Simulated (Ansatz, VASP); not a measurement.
# WS2: VASP beside Ansatz

```
S W
1.0
     3.16052    0.00000    0.00000
    -1.58026    2.73709    0.00000
     0.00000    0.00000   21.15158
S W
2 1
Direct
  0.33333 0.66667 0.42550
  0.33333 0.66667 0.57450
  0.66667 0.33333 0.50000
```

Alike in both runs: functional PBE; dispersion D3(BJ); k mesh 9 × 9 × 1; occupations gaussian, width 0.05 eV; no spin polarisation.

Ansatz relaxed the structure, and its values are those at the end. VASP's run is a single point on that final structure, the one shown.

```csv
,VASP,Ansatz
version,VASP 6.6.1,Ansatz 0.2.0
potentials or method,"VASP PAW PBE potentials, release 64 (S, W_sv), cutoff 520 eV","scalar-relativistic, plane waves, PAW"
valence electrons in the cell,26,26
```

|  | VASP | Ansatz | Ansatz less VASP |
| --- | --- | --- | --- |
| gap on the k mesh at the Fermi level (eV) | 1.92 | 1.92 | -0.003 |

Spin-orbit coupling is off throughout.
